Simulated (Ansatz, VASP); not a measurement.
**InSe in VASP and in Ansatz**

```
CELL_PARAMETERS angstrom
1.96000 1.13161 8.31667
-1.96000 1.13161 8.31667
0.00000 -2.26321 8.31667
ATOMIC_POSITIONS crystal
In 0.00000 0.00000 0.00000
In 0.11220 0.11220 0.11220
Se 0.61550 0.61550 0.61550
Se 0.83000 0.83000 0.83000
```

Change from the starting cell: equal xx and yy strain of -2 %.

Alike in both runs: task single point; functional PBE; k mesh 7 × 7 × 7; occupations fermi-dirac, width 0.01 eV; no spin polarisation.

|  | VASP | Ansatz |
| --- | --- | --- |
| version | VASP 6.6.1 | Ansatz 0.2.0 |
| potentials or method | VASP PAW PBE potentials, release 64 (In_d, Se), cutoff 520 eV | all-electron LAPW, scalar-relativistic |

Ansatz gave:

| Item | Value |
| --- | --- |
| gap on the k mesh at the Fermi level (eV) | 0.93 |
| pressure (GPa) | 5.5 |
| traceless stress, the component that is largest in VASP (GPa) | -1.56 |
| rms of the force components (eV/Å) | 0.311 |

Problem. What did VASP give for the same quantities?

Solution. gap on the k mesh at the Fermi level (eV): 0.92; pressure (GPa): 5.6; traceless stress, the component that is largest in VASP (GPa): -1.56; rms of the force components (eV/Å): 0.321.

Atom by atom the forces differ by 0.010 eV/Å (rms over components). Ansatz ran all-electron here, and VASP with PAW potentials.
